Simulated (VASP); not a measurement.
# InSe (R3m) in VASP: further runs, part 2 of 2

VASP 6.6.1.

**4. Relaxation of cell and atoms, PBEsol**

This run uses another cell than the first one, of 29.24 Å³/atom.

The input, INCAR:

```
ALGO = Normal
EDIFF = 1E-7
EDIFFG = -0.05
ENCUT = 600
GGA = PS
IBRION = 2
ISIF = 3
ISMEAR = 0
LASPH = True
LCHARG = False
LREAL = False
LWAVE = False
NELM = 100
NSW = 80
PREC = Accurate
SIGMA = 0.01
```

The input, KPOINTS:

```
k-points
0
Gamma
  6 6 6
```

The input, POSCAR:

```
InSe
1.0
    8.7502530000      0.0000000000      0.0000000000
    7.8359939123      3.8941144014      0.0000000000
    7.8359939123      1.8397324545      3.4321292905
In Se
2 2
Direct
    0.0000000000      0.0000000000      0.0000000000
    0.1114000000      0.1114000000      0.1114000000
    0.6165000000      0.6165000000      0.6165000000
    0.8281000000      0.8281000000      0.8281000000
```

Potentials or basis: VASP PAW PBE potentials, release 64 (In_d, Se).

On the command line:

```bash
$ cat potpaw_PBE.64/In_d/POTCAR potpaw_PBE.64/Se/POTCAR > POTCAR
$ mpirun -np 1 vasp_std > vasp.out
```

OUTCAR:

```text
EDIFF = 1E-7
   EDIFFG = -0.05
   ENCUT = 600
   GGA = PS
   IBRION = 2
   ISIF = 3
   ISMEAR = 0
   LASPH = True
   LREAL = False
   NELM = 100
   NSW = 80
   PREC = Accurate

 ion  position               nearest neighbor table
   1  0.000  0.000  0.000-   3 2.64   3 2.64   3 2.64   2 2.82
   2  0.111  0.111  0.111-   4 2.63   4 2.63   4 2.63   1 2.82
   3  0.617  0.617  0.617-   1 2.64   1 2.64   1 2.64
   4  0.828  0.828  0.828-   2 2.63   2 2.63   2 2.63

  LATTYP: Found a trigonal (rhomboedric) cell.
 ALAT       =     8.7502530000
 COS(alpha) =     0.8955162682

  Lattice vectors:

 A1 = (   8.7502530000,   0.0000000000,   0.0000000000)
 A2 = (   7.8359939123,   3.8941144014,   0.0000000000)
 A3 = (   7.8359939123,   1.8397324545,   3.4321292905)

Analysis of symmetry for initial positions (statically):
=====================================================================
 Subroutine PRICEL returns:
 Original cell was already a primitive cell.

 Routine SETGRP: Setting up the symmetry group for a
 trigonal (rhombohedral) supercell.

 Subroutine GETGRP returns: Found  6 space group operations
 (whereof  6 operations were pure point group operations)
 out of a pool of 12 trial point group operations.

The static configuration has the point symmetry C_3v.

Analysis of symmetry for dynamics (positions and initial velocities):
=====================================================================
 Subroutine PRICEL returns:
 Original cell was already a primitive cell.

 Routine SETGRP: Setting up the symmetry group for a
 trigonal (rhombohedral) supercell.

 Subroutine GETGRP returns: Found  6 space group operations
 (whereof  6 operations were pure point group operations)
 out of a pool of 12 trial point group operations.

The dynamic configuration has the point symmetry C_3v.

 Subroutine INISYM returns: Found  6 space group operations
 (whereof  6 operations are pure point group operations),
[... 127 lines left out ...]
   AEXX    =    0.0000 exact exchange contribution
   IVDW    =     0    specifies the selected vdW correction
   LEPSILON=     F    determine dielectric tensor
   LRPA    =     F    only Hartree local field effects (RPA)
 conjugate gradient relaxation of ions
 non-spin polarized calculation
 Gauss-broadening in eV      SIGMA  =   0.01
  energy-cutoff  :      600.00
  volume of cell :      116.95
 maximum number of plane-waves:      3926
 NGX is ok and might be reduce to    70
   NGX = 35   NGY = 35   NGZ = 35

--------------------------------------- Ionic step        1  -------------------------------------------

 number of electron      37.9999998 magnetization

 Free energy of the ion-electron system (eV)
  ---------------------------------------------------
  ext. energy  EPLUGINS =         0.00000000
  ---------------------------------------------------
  free energy    TOTEN  =       -15.58600508 eV

  energy without entropy =      -15.58600508  energy(sigma->0) =      -15.58600508

------------------------ aborting loop because EDIFF is reached ----------------------------------------

  FORCE on cell =-STRESS in cart. coord.  units (eV):
  Direction    XX          YY          ZZ          XY          YZ          ZX
  --------------------------------------------------------------------------------------
  -------------------------------------------------------------------------------------
  Total       -0.2558850      0.4166338      0.4418099     -0.1671048     -0.0234837     -0.1000245
  in kB       -3.5056003      5.7078447      6.0527547     -2.2893209     -0.3217250     -1.3703270
  external PRESSURE =       2.7516663 kB  Pullay stress =       0.0000000 kB
[... 101 lines left out ...]
--------------------------------------- Ionic step        4  -------------------------------------------

 number of electron      38.0000001 magnetization

 Free energy of the ion-electron system (eV)
  ---------------------------------------------------
  ext. energy  EPLUGINS =         0.00000000
  ---------------------------------------------------
  free energy    TOTEN  =       -15.59293757 eV

  energy without entropy =      -15.59293757  energy(sigma->0) =      -15.59293757

 E-fermi :   4.0431     XC(G=0):  -9.0989

 val. band max:        3.9736583874   @ k =   0.5000   0.5000   0.5000
 cond. band min:       4.2918433367   @ k =   0.5000   0.5000   0.5000
 fundamental gap:      0.3181849493
 Fermi energy:         4.0431420990

 k-point     1 :       0.0000    0.0000    0.0000
  band No.  band energies     occupation
      1     -10.7930      2.00000
      2     -10.5930      2.00000
      3     -10.5930      2.00000
      4     -10.5030      2.00000
      5     -10.5030      2.00000
      6     -10.4947      2.00000
[... 613 lines left out ...]
     22       7.6948      0.00000
     23       8.1434      0.00000

 [... further k-points ...]

------------------------ aborting loop because EDIFF is reached ----------------------------------------

  FORCE on cell =-STRESS in cart. coord.  units (eV):
  Direction    XX          YY          ZZ          XY          YZ          ZX
  --------------------------------------------------------------------------------------
  -------------------------------------------------------------------------------------
  Total        0.0481264      0.0177210      0.0165828      0.0075550      0.0010617      0.0045222
  in kB        0.6590236      0.2426647      0.2270780      0.1034552      0.0145389      0.0619256
  external PRESSURE =       0.3762554 kB  Pullay stress =       0.0000000 kB
[... 19 lines left out ...]
  FREE ENERGIE OF THE ION-ELECTRON SYSTEM (eV)
  ---------------------------------------------------
  free  energy   TOTEN  =       -15.5929375714 eV

  energy  without entropy=      -15.5929375714  energy(sigma->0) =      -15.59293757

 reached required accuracy - stopping structural energy minimisation
```

Run time: 35 min. Hardware: 1 thread of Intel Xeon 8259CL, shared host; peak memory 0.79 GiB.

What came out:

| Quantity | Value |
| --- | --- |
| Free energy | -15.5929 eV |
| Relaxed volume | 29.25 Å³/atom |
| Relaxed cell | a = 8.703 Å, b = 8.703 Å, c = 8.703 Å, α = 26.66°, β = 26.66°, γ = 26.66° |
| Space group after relaxing (to 0.1 Å) | R3m (No. 160) |
| Energy gained by relaxing | 1.7 meV/atom |
| Ionic steps | 4 |
| Pressure after relaxing | 0.0 GPa |
| Largest force after relaxing | 0.006 eV/Å |
| Band gap on the k mesh | 0.32 eV |

Forces in eV/Å, atoms in the order of the input:
```
In  -0.006 -0.001 -0.001
In   0.003  0.001  0.000
Se   0.005  0.001  0.001
Se  -0.002  0.000  0.000
```

Step by step:
```tsv
step	energy change (eV)	largest force (eV/Å)	pressure (GPa)	volume (Å³)
1	0.0000	0.3181	0.28	116.95
2	-0.0059	0.0780	-0.36	117.80
3	-0.0064	0.0429	-0.23	117.61
4	-0.0069	0.0060	0.04	117.00
```

Final structure:
```cif
data_structure
_symmetry_space_group_name_H-M 'P 1'
_symmetry_Int_Tables_number 1
_cell_length_a 8.7026
_cell_length_b 8.7026
_cell_length_c 8.7026
_cell_angle_alpha 26.662
_cell_angle_beta 26.662
_cell_angle_gamma 26.662
_cell_volume 117.00
loop_
_atom_site_label
_atom_site_type_symbol
_atom_site_fract_x
_atom_site_fract_y
_atom_site_fract_z
_atom_site_occupancy
In1 In 0.00053 0.00053 0.00053 1
In2 In 0.11082 0.11082 0.11082 1
Se1 Se 0.61643 0.61643 0.61643 1
Se2 Se 0.82821 0.82821 0.82821 1
```

Caveat: the PAW data sets were made with another functional, which shifts forces and pressure a little; spin-orbit coupling is left out, which moves the levels of the heavy elements. A k mesh can miss the band edges.

**5. Summary**

```csv
task,level,cell,cutoff (eV),gap on the mesh (eV),pressure (GPa),largest force (eV/Å)
single point,PBEsol,"a = 8.726 Å, angles 26.6°, 4 atoms, atomic positions A",520,0.34,0.1,0.02
single point,BLYP+D3(BJ),"a = 8.439 Å, angles 28.0°, 4 atoms, atomic positions B",520,0.11,0.1,0.03
relaxation of cell and atoms,PBEsol,"relaxed from a = 8.750 Å, angles 26.4°, 4 atoms, atomic positions C",600,0.32,0.0,0.01
```

Alike in all rows: potentials or basis VASP PAW PBE potentials, release 64 (In_d, Se); no spin polarisation; k mesh 6 × 6 × 6; smearing gaussian 0.01 eV.

Caveats: the PAW data sets were made with another functional, which shifts forces and pressure a little; spin-orbit coupling is left out, which moves the levels of the heavy elements.

Total energies depend on the potentials used, so only differences within one code and one set of settings carry meaning.

**6. Comparison with measurements**

Step 2. Measured gap of InSe: 1.25 eV (300 K; “The Interaction of Hydrogen with the van der Waals Crystal γ-InSe”, 2020, pmc:7321205). This calculation gives 0.34 eV (-0.92 eV). Spin-orbit coupling on In, Se is left out. The value is that of PBEsol on a finite k mesh, which can miss the band edges, without temperature or zero-point motion. Semilocal functionals fall short of measured gaps as a rule.

Step 3. Measured gap of InSe: 1.25 eV (300 K; “The Interaction of Hydrogen with the van der Waals Crystal γ-InSe”, 2020, pmc:7321205). This calculation gives 0.11 eV (-1.14 eV). So large a miss can be the level of theory's own, or it may mean another phase, state or a wrong row. Spin-orbit coupling on In, Se is left out. The value is that of BLYP+D3(BJ) on a finite k mesh, which can miss the band edges, without temperature or zero-point motion. Semilocal functionals fall short of measured gaps as a rule.
